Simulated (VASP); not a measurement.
The system is Cu.

```
Cu
1.0
    -1.44279    1.44279    1.37608
     1.44279   -1.44279    1.37608
     1.44279    1.44279   -1.37608
Cu
1
Direct
  0.00000 0.00000 0.00000
```

Base run:

```yaml
Program: VASP 6.6.1
Functional: PBEsol
Potentials_or_basis: VASP PAW PBE potentials, release 64 (Cu)
Cutoff: 520 eV
k_mesh: 10 × 10 × 10
Occupations: gaussian, width 0.01 eV
Spin: no spin polarisation
```

Its results: pressure -1.0 GPa.

Q: The run is repeated on the same cell with these changes: occupations from gaussian, width 0.01 eV to gaussian, width 0.2 eV; further incar settings from ALGO = Fast; EDIFF = 1e-07; NBANDS = 12 to ALGO = Fast; EDIFF = 1e-06; NBANDS = 12. What comes out?

A: Pressure -0.5 GPa.

Caveats: the PAW data sets were made with another functional, which shifts forces and pressure a little.
